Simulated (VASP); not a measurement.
# Al4Ni (P6/mmm) in VASP: notebook

Runs on Al4Ni. Level: PBE. Tasks: single point, relaxation of cell and atoms.

Program: VASP 6.6.1. These are calculated values, not measurements. Logs are shortened: lines on timing, memory, paths and dates and some standing lists are left out, and cuts for length are marked.

**1. The cell of the first run**

Symmetry: P6/mmm, No. 191, hexagonal system. The conventional cell has a = 4.336 Å, b = 4.336 Å, c = 5.398 Å, α = 90.00°, β = 90.00°, γ = 120.00°. Within 3.3 Å of Al (site symmetry 3m) lie 5 Al at 2.50 to 2.72 Å and 3 Ni at 2.85 Å. Ni (site symmetry 6/mmm) has 12 Al at 2.85 Å within 3.8 Å.

The cell was generated, and may not be a known phase.

**2. Single point, PBE**

Input file INCAR:

```
ALGO = Fast
EDIFF = 1E-6
ENCUT = 520
GGA = PE
ISIF = 2
ISMEAR = 0
LASPH = T
LCHARG = T
LELF = T
LREAL = F
LVHAR = T
LWAVE = F
NBANDS = 19
NELM = 60
PREC = Accurate
SIGMA = 0.1
```

Input file KPOINTS:

```
k-points
0
Gamma
  12 12 8
```

Input file POSCAR:

```
Al4Ni
1.0
    4.3362841746      0.0000000000      0.0000000000
   -2.1681420873      3.7553322532      0.0000000000
    0.0000000000      0.0000000000      5.3977039764
Al Ni
4 1
Direct
    0.3333333333      0.6666666667      0.2481108513
    0.3333333333      0.6666666667      0.7518891487
    0.6666666667      0.3333333333      0.7518891487
    0.6666666667      0.3333333333      0.2481108513
    0.0000000000      0.0000000000      0.5000000000
```

Potentials or basis: VASP PAW PBE potentials, release 64 (Al, Ni).

On the command line:

```bash
$ cat potpaw_PBE.64/Al/POTCAR potpaw_PBE.64/Ni/POTCAR > POTCAR
$ mpirun -np 1 vasp_std > vasp.out
```

OUTCAR:

```text
EDIFF = 1E-6
   ENCUT = 520
   GGA = PE
   ISIF = 2
   ISMEAR = 0
   LASPH = T
   LREAL = F
   NELM = 60
   PREC = Accurate

 ion  position               nearest neighbor table
   1  0.333  0.667  0.248-   4 2.50   4 2.50   4 2.50   2 2.68   2 2.72   5 2.85   5 2.85   5 2.85

   2  0.333  0.667  0.752-   3 2.50   3 2.50   3 2.50   1 2.68   1 2.72   5 2.85   5 2.85   5 2.85

   3  0.667  0.333  0.752-   2 2.50   2 2.50   2 2.50   4 2.68   4 2.72   5 2.85   5 2.85   5 2.85

   4  0.667  0.333  0.248-   1 2.50   1 2.50   1 2.50   3 2.68   3 2.72   5 2.85   5 2.85   5 2.85

   5  0.000  0.000  0.500-   1 2.85   2 2.85   3 2.85   4 2.85   1 2.85   2 2.85   3 2.85   4 2.85
                             3 2.85   4 2.85   1 2.85   2 2.85

  LATTYP: Found a hexagonal cell.
 ALAT       =     4.3362841746
 C/A-ratio  =     1.2447763475

  Lattice vectors:

 A1 = (   4.3362841746,   0.0000000000,   0.0000000000)
 A2 = (  -2.1681420873,   3.7553322532,   0.0000000000)
 A3 = (   0.0000000000,   0.0000000000,   5.3977039764)

Analysis of symmetry for initial positions (statically):
=====================================================================
 Subroutine PRICEL returns:
 Original cell was already a primitive cell.

 Routine SETGRP: Setting up the symmetry group for a
 hexagonal supercell.

 Subroutine GETGRP returns: Found 24 space group operations
 (whereof 24 operations were pure point group operations)
 out of a pool of 24 trial point group operations.

The static configuration has the point symmetry D_6h.

Analysis of symmetry for dynamics (positions and initial velocities):
=====================================================================
 Subroutine PRICEL returns:
 Original cell was already a primitive cell.

 Routine SETGRP: Setting up the symmetry group for a
 hexagonal supercell.

 Subroutine GETGRP returns: Found 24 space group operations
 (whereof 24 operations were pure point group operations)
 out of a pool of 24 trial point group operations.

The dynamic configuration has the point symmetry D_6h.

 Subroutine INISYM returns: Found 24 space group operations
 (whereof 24 operations are pure point group operations),
 and found     1 'primitive' translations

----------------------------------------------------------------------------------------

                                     Primitive cell

  volume of cell :      87.8972

  direct lattice vectors                    reciprocal lattice vectors
     4.336284175  0.000000000  0.000000000     0.230612192  0.133144011  0.000000000
    -2.168142087  3.755332253  0.000000000     0.000000000  0.266288023  0.000000000
     0.000000000  0.000000000  5.397703976     0.000000000  0.000000000  0.185263957

  length of vectors
     4.336284175  4.336284175  5.397703976     0.266288023  0.266288023  0.185263957

  position of ions in fractional coordinates (direct lattice)
     0.333333333  0.666666667  0.248110851
     0.333333333  0.666666667  0.751889149
     0.666666667  0.333333333  0.751889149
     0.666666667  0.333333333  0.248110851
     0.000000000  0.000000000  0.500000000

  ion indices of the primitive-cell ions
   primitive index   ion index
                 1           1
                 2           2
                 3           3
                 4           4
                 5           5

----------------------------------------------------------------------------------------

 KPOINTS: k-points

Automatic generation of k-mesh.
 Grid dimensions read from file:
 generate k-points for:   12   12    8

 Generating k-lattice:

  Cartesian coordinates                     Fractional coordinates (reciprocal lattice)
     0.019217683  0.011095334  0.000000000     0.083333333 -0.000000000  0.000000000
     0.000000000  0.022190669  0.000000000     0.000000000  0.083333333  0.000000000
     0.000000000  0.000000000  0.023157995     0.000000000  0.000000000  0.125000000

  Length of vectors
     0.022190669  0.022190669  0.023157995

  Shift w.r.t. Gamma in fractional coordinates (k-lattice)
     0.000000000  0.000000000  0.000000000

 Subroutine IBZKPT returns following result:
 ===========================================

 Found     95 irreducible k-points:

 Following reciprocal coordinates:
            Coordinates               Weight
  0.000000  0.000000  0.000000      1.000000
  0.083333 -0.000000  0.000000      6.000000
  0.166667  0.000000  0.000000      6.000000
  0.250000  0.000000  0.000000      6.000000
  0.333333 -0.000000  0.000000      6.000000
  0.416667  0.000000  0.000000      6.000000
[... 16 lines left out ...]
  0.250000  0.000000  0.125000     12.000000
  0.333333 -0.000000  0.125000     12.000000
 [... further k-points ...]
   k-points           NKPTS =     95   k-points in BZ     NKDIM =     95   number of bands    NBANDS=     19
   number of dos      NEDOS =    301   number of ions     NIONS =      5
   total plane-waves  NPLWV =  40960
   dimension x,y,z NGX =    32 NGY =   32 NGZ =   40
   dimension x,y,z NGXF=    64 NGYF=   64 NGZF=   80
   ions per type =               4   1
   NGX,Y,Z   is equivalent  to a cutoff of  12.27, 12.27, 12.32 a.u.
   NGXF,Y,Z  is equivalent  to a cutoff of  24.54, 24.54, 24.64 a.u.
 SYSTEM =  unknown system
   PREC   = accura    normal or accurate (medium, high low for compatibility)
   ISTART =      0    job   : 0-new  1-cont  2-samecut
   ICHARG =      2    charge: 1-file 2-atom 10-const
   ISPIN  =      1    spin polarized calculation?
   LNONCOLLINEAR =      F non collinear calculations
   LSORBIT =      F    spin-orbit coupling
   LASPH  =      T    aspherical Exc in radial PAW
   ENCUT  =  520.0 eV  38.22 Ry    6.18 a.u.   8.06  8.06 10.04*2*pi/ulx,y,z
   NELM   =     60;   NELMIN=  2; NELMDL= -5     # of ELM steps
   EDIFF  = 0.1E-05   stopping-criterion for ELM
   LREAL  =      F    real-space projection
[... 7 lines left out ...]
   TEBEG  =    0.0;   TEEND  =   0.0 temperature during run
   PSTRESS=    0.0 pullay stress
   NELECT =      22.0000    total number of electrons
   NUPDOWN=      -1.0000    fix difference up-down
   EMIN   =  10.00;   EMAX   =-10.00  energy-range for DOS
   EFERMI =   0.00;   METHOD = LEGACY
   ISMEAR =     0;   SIGMA  =   0.10  broadening in eV -4-tet -1-fermi 0-gaus
   EFERMI_NEDOS =   21; number of points for ismear=-14 and -15
   IALGO  =     68    algorithm
   IMIX   =      4    mixing-type and parameters
     AMIX     =   0.40;   BMIX     =  1.00
     AMIX_MAG =   1.60;   BMIX_MAG =  1.00
  volume/ion in A,a.u.               =      17.58       118.63
  Fermi-wavevector in a.u.,A,eV,Ry     =   1.031709  1.949648 14.482368  1.064424
  Thomas-Fermi vector in A             =   2.165871
   LORBIT       =      0    0 simple, 1 ext, 2 COOP (PROOUT), +10 PAW based schemes
   GGA     = PE    functional components
   LHFCALC =     F    Hartree Fock is set to
   AEXX    =    0.0000 exact exchange contribution
   IVDW    =     0    specifies the selected vdW correction
   LEPSILON=     F    determine dielectric tensor
   LRPA    =     F    only Hartree local field effects (RPA)
 non-spin polarized calculation
 RMM-DIIS sequential band-by-band and
 Gauss-broadening in eV      SIGMA  =   0.10
  energy-cutoff  :      520.00
  volume of cell :       87.90
 maximum number of plane-waves:      2388
   NGX = 17   NGY = 17   NGZ = 21

 number of electron      21.9999993 magnetization

 Free energy of the ion-electron system (eV)
  ---------------------------------------------------
  ext. energy  EPLUGINS =         0.00000000
  ---------------------------------------------------
  free energy    TOTEN  =       -19.43569842 eV

  energy without entropy =      -19.42726987  energy(sigma->0) =      -19.43148414

 E-fermi :   6.5444     XC(G=0):  -9.9537

 val. band max:        6.5263206191   @ k =   0.2500   0.1667   0.0000
 cond. band min:       6.5549732176   @ k =   0.0833  -0.0000   0.5000
 fundamental gap:      0.0286525986
 Fermi energy:         6.5444325153

 k-point     1 :       0.0000    0.0000    0.0000
  band No.  band energies     occupation
      1      -3.5815      2.00000
      2       1.1168      2.00000
      3       1.7191      2.00000
      4       3.7197      2.00000
      5       3.7197      2.00000
      6       4.6997      2.00000
[... 11 lines left out ...]
     18      12.0793      0.00000
     19      12.0810      0.00000

 k-point     2 :       0.0833   -0.0000    0.0000
  band No.  band energies     occupation
      1      -3.5114      2.00000
      2       1.1748      2.00000
      3       1.7832      2.00000
      4       3.4497      2.00000
      5       3.7234      2.00000
      6       4.6814      2.00000
[... 11 lines left out ...]
     18      11.7928      0.00000
     19      12.1220      0.00000

 k-point     3 :       0.1667    0.0000    0.0000
  band No.  band energies     occupation
      1      -3.3023      2.00000
      2       1.3458      2.00000
      3       1.9724      2.00000
      4       2.7413      2.00000
      5       3.7327      2.00000
      6       4.6320      2.00000
[... 11 lines left out ...]
     18      11.6207      0.00000
     19      11.9949      0.00000

 k-point     4 :       0.2500    0.0000    0.0000
  band No.  band energies     occupation
      1      -2.9584      2.00000
      2       1.6196      2.00000
      3       1.7962      2.00000
      4       2.3054      2.00000
      5       3.7430      2.00000
      6       4.5662      2.00000
[... 407 lines left out ...]
     18      11.6908      0.00000
     19      12.3723      0.00000

 k-point    23 :       0.2500    0.0000    0.1250
  band No.  band energies     occupation
      1      -2.8840      2.00000
      2       0.8248      2.00000
      3       1.8751      2.00000
      4       3.1499      2.00000
      5       3.7778      2.00000
      6       4.4477      2.00000
[... 11 lines left out ...]
     18      11.3975      0.00000
     19      12.4243      0.00000

 k-point    24 :       0.3333   -0.0000    0.1250
  band No.  band energies     occupation
      1      -2.4160      2.00000
      2       0.8945      2.00000
      3       1.2513      2.00000
      4       3.4583      2.00000
      5       3.7885      2.00000
      6       4.0973      2.00000
[... 11 lines left out ...]
     18      11.7028      0.00000
     19      12.2893      0.00000

 [... further k-points ...]
[... 5 lines left out ...]
  --------------------------------------------------------------------------------------
  -------------------------------------------------------------------------------------
  Total       -0.0383216     -0.0383216      0.0118204      0.0000000      0.0000000      0.0000000
  in kB       -0.6985204     -0.6985204      0.2154604      0.0000000      0.0000000      0.0000000
  external PRESSURE =      -0.3938601 kB  Pullay stress =       0.0000000 kB

 VOLUME and BASIS-vectors are now :
 -----------------------------------------------------------------------------
  energy-cutoff  :      520.00
  volume of cell :       87.90
      direct lattice vectors                 reciprocal lattice vectors
     4.336284175  0.000000000  0.000000000     0.230612192  0.133144011  0.000000000
    -2.168142087  3.755332253  0.000000000     0.000000000  0.266288023  0.000000000
     0.000000000  0.000000000  5.397703976     0.000000000  0.000000000  0.185263957

 POSITION                                       TOTAL-FORCE (eV/Angst)
 -----------------------------------------------------------------------------------
     -0.00000      2.50355      1.33923        -0.000000      0.000000      0.001941
     -0.00000      2.50355      4.05848        -0.000000     -0.000000     -0.001941
      2.16814      1.25178      4.05848         0.000000     -0.000000     -0.001941
      2.16814      1.25178      1.33923         0.000000      0.000000      0.001941
      0.00000      0.00000      2.69885        -0.000000      0.000000      0.000000
 -----------------------------------------------------------------------------------
    total drift:                               -0.000000     -0.000000     -0.000000

  FREE ENERGIE OF THE ION-ELECTRON SYSTEM (eV)
  ---------------------------------------------------
  free  energy   TOTEN  =       -19.4356984211 eV

  energy  without entropy=      -19.4272698659  energy(sigma->0) =      -19.43148414
```

It took 5.9 min on 1 thread of Intel Xeon 8259CL, shared host; peak memory 0.3 GiB.

Results:

* Free energy: -19.4357 eV
* Pressure: 0.0 GPa
* Band gap on the k mesh: zero (bands 11 and 12 overlap by 1.36 eV)

Levels at points of the mesh, in eV from the Fermi level:
```tsv
k point	band 7	band 8	band 9	band 10	band 11	band 12	band 13	band 14	band 15	band 16
(0.00, 0.00, 0.00)	-1.84	-1.29	-0.14	0.07	0.07	0.90	0.90	2.21	2.21	2.97
(0.50, 0.00, 0.00)	-2.49	-2.10	-1.98	-1.76	-1.30	-0.55	0.61	1.84	3.27	3.69
(0.00, 0.00, 0.50)	-1.82	0.04	0.04	0.67	0.81	1.14	1.14	1.18	1.55	1.55
(0.50, 0.00, 0.50)	-1.98	-1.76	-1.60	-1.53	-0.19	0.49	0.76	2.69	3.19	4.20
```

**3. Single point, PBE, collinear spin, ferromagnetic start**

Input file INCAR:

```
PREC = Accurate ; ENCUT = 520
EDIFF = 1E-7 ; ISMEAR = 0
SIGMA = 0.1 ; LREAL = F
LASPH = T ; NELM = 150
ALGO = Fast ; ISIF = 2
LWAVE = F ; LCHARG = T
ISPIN = 2 ; MAGMOM = 0 0 0 0 2
LORBIT = 11 ; LMAXMIX = 4
GGA = PE ; LELF = T
LVHAR = T ; NBANDS = 23
```

Input file KPOINTS:

```
Automatic mesh
0
Gamma
  6 6 4
```

Input file POSCAR:

```
Al4Ni
1.0
    4.3473578762     -0.0000000029      0.0000000000
   -2.1736789356      3.7649223616      0.0000000000
    0.0000000000      0.0000000000      5.3707208905
Al Ni
4 1
Direct
    0.3333333333      0.6666666667      0.2489593745
    0.3333333333      0.6666666667      0.7510406255
    0.6666666667      0.3333333333      0.7510406255
    0.6666666667      0.3333333333      0.2489593745
    0.0000000000      0.0000000000      0.5000000000
```

Potentials or basis: VASP PAW PBE potentials, release 64 (Al, Ni).

On the command line:

```bash
$ cat potpaw_PBE.64/Al/POTCAR potpaw_PBE.64/Ni/POTCAR > POTCAR
$ mpirun -np 1 vasp_std > vasp.out
```

Run time: 3 min. Hardware: 1 thread of Intel Xeon 8259CL, shared host; peak memory 0.26 GiB.

It converged, with:

| Item | Value |
| --- | --- |
| Free energy | -19.4621 eV |
| Pressure | 0.0 GPa |
| Largest force | 0.028 eV/Å |
| Band gap on the k mesh | zero (filled and empty bands overlap) |
| Net moment | 0.00 μB per cell |
| Valence electrons inside the program's atomic spheres | Al 0.82; Ni 9.06 |

Forces on the atoms (eV/Å):
```
Al   0.000  0.000 -0.028
Al   0.000  0.000  0.028
Al   0.000  0.000  0.028
Al   0.000  0.000 -0.028
Ni   0.000  0.000  0.000
```

Stress tensor (GPa, compression positive):
```
-0.16  0.00  0.00
 0.00 -0.16  0.00
 0.00  0.00  0.29
```

Levels at points of the mesh, in eV from the Fermi level:
Spin up:
| k point | band 7 | band 8 | band 9 | band 10 | band 11 | band 12 | band 13 | band 14 | band 15 | band 16 |
| --- | --- | --- | --- | --- | --- | --- | --- | --- | --- | --- |
| (0.00, 0.00, 0.00) | -1.83 | -1.27 | -0.23 | 0.07 | 0.07 | 0.88 | 0.88 | 2.26 | 2.26 | 2.91 |
| (0.50, 0.00, 0.00) | -2.41 | -2.08 | -1.98 | -1.75 | -1.28 | -0.53 | 0.59 | 1.89 | 3.28 | 3.74 |
| (0.00, 0.00, 0.50) | -1.79 | 0.05 | 0.05 | 0.71 | 0.78 | 1.13 | 1.13 | 1.13 | 1.52 | 1.52 |
| (0.50, 0.00, 0.50) | -2.00 | -1.75 | -1.58 | -1.52 | -0.18 | 0.50 | 0.73 | 2.76 | 3.28 | 4.27 |
Spin down:
```
           k point  band 9  band 10  band 11  band 12  band 13  band 14
(0.00, 0.00, 0.00)   -0.23     0.07     0.07     0.88     0.88     2.26
(0.50, 0.00, 0.00)   -1.98    -1.75    -1.28    -0.53     0.59     1.89
(0.00, 0.00, 0.50)    0.05     0.71     0.78     1.13     1.13     1.13
(0.50, 0.00, 0.50)   -1.58    -1.52    -0.18     0.50     0.73     2.76
```

Caveat: the moments typed at the start vanished in this run.

(Continued in part 2 of 2.)

The gap in the log of VASP goes by the Fermi energy; the results here count the filled bands.